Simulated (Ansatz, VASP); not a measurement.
ZnH3 in VASP and in Ansatz

```
Zn H
1.0
     3.15988    0.00000    0.00000
     0.00000    3.15988    0.00000
     0.00000    0.00000    3.15988
Zn H
1 3
Direct
  0.00000 0.00000 0.00000
  0.00000 0.50000 0.50000
  0.50000 0.00000 0.50000
  0.50000 0.50000 0.00000
```

Alike in both runs: task relaxation of cell and atoms; functional PBE; k mesh 6 × 6 × 6; occupations gaussian, width 0.1 eV; no spin polarisation.

```csv
,VASP,Ansatz
version,VASP 6.6.1,Ansatz 0.2.0
potentials or method,"VASP PAW PBE potentials, release 64 (Zn, H), cutoff 600 eV","scalar-relativistic, plane waves, PAW"
valence electrons in the cell,15,15
```

Ansatz gave:

```
gap on the k mesh at the Fermi level, each at its own relaxed structure (eV) : none
relaxed volume (Å³/atom)                                                     : 6.35
relaxed cell length with the largest relative difference (Å)                 : 2.939
```

Task: Which values does VASP return?

Result: gap on the k mesh at the Fermi level, each at its own relaxed structure (eV): none; relaxed volume (Å³/atom): 6.33; relaxed cell length with the largest relative difference (Å): 2.936.

A gap of «none» marks a metal or a gap that the smearing closes.

Noted on VASP's run: the volume moved by over 15 % at a fixed basis, so the end points are rough.
